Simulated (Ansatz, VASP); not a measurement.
## One calculation of Sc3RhAu, two programs

Contents of INCAR:

```
PREC = Accurate
ENCUT = 600
EDIFF = 1E-6
ISMEAR = 0
SIGMA = 0.1
LREAL = F
LASPH = T
NELM = 100
ALGO = Fast
ISIF = 3
LWAVE = F
LCHARG = F
GGA = PE
IBRION = 2
NSW = 100
EDIFFG = -0.01
```

KPOINTS

```
regular mesh
0
Gamma
  8 8 8
```

The input POSCAR:

```
Sc3RhAu
1.0
    5.0507349813      0.0000000000      0.0000000000
    0.0000000000      5.0507349813      0.0000000000
    0.0000000000      0.0000000000      5.0507349813
Sc Rh Au
3 1 1
Direct
    0.5000000000      0.5000000000      0.0000000000
    0.0000000000      0.5000000000      0.5000000000
    0.5000000000      0.0000000000      0.5000000000
    0.0000000000      0.0000000000      0.0000000000
    0.5000000000      0.5000000000      0.5000000000
```

Input for Ansatz:

```yaml
crystal:
  lattice:
    - [5.0507349813, 0.0, 0.0]
    - [0.0, 5.0507349813, 0.0]
    - [0.0, 0.0, 5.0507349813]
  atoms:
    - { symbol: Sc, position: [0.5, 0.5, 0.0] }
    - { symbol: Sc, position: [0.0, 0.5, 0.5] }
    - { symbol: Sc, position: [0.5, 0.0, 0.5] }
    - { symbol: Rh, position: [0.0, 0.0, 0.0] }
    - { symbol: Au, position: [0.5, 0.5, 0.5] }
basis:
  ecutwfc: 420
kpoints:
  mp_grid: { grid: [8, 8, 8] }
hamiltonian:
  xc: pbe
scf:
  occupations: { method: gaussian, width: 0.1 }
output:
  forces: true
  stress: true
  eigenvalues: true
  write_density: true
  write_potential: true
  elf: true
  volumetric_format: npy
relax:
  adjacent_minimum: "off"
  f_tol: 0.01
  max_steps: 80
  cell: { stress_tol: 0.05 }
```

Change from the starting cell: species swapped into the Lu3InN type (Pm-3m, No. 221).

Alike in both runs: task relaxation of cell and atoms; functional PBE; k mesh 8 × 8 × 8; occupations gaussian, width 0.1 eV; no spin polarisation.

```csv
,VASP,Ansatz
version,VASP 6.6.1,Ansatz 0.2.0
potentials or method,"VASP PAW PBE potentials, release 64 (Sc_sv, Rh_pv, Au), cutoff 600 eV","scalar-relativistic, plane waves, PAW"
valence electrons in the cell,59,69
```

|  | VASP | Ansatz | Ansatz less VASP |
| --- | --- | --- | --- |
| gap on the k mesh at the Fermi level, each at its own relaxed structure (eV) | none | none | - |
| relaxed volume (Å³/atom) | 25.92 | 25.89 | -0.033 |
| relaxed length of the cell vector where the two differ most in proportion (Å) | 5.061 | 5.058 | -0.0021 |

A gap of «none» marks a metal or a gap that the smearing closes. VASP's potentials hold 59 valence electrons a cell and Ansatz's 69, so a difference there can come from the potentials and not from the codes.

Neither program's run includes spin-orbit coupling.
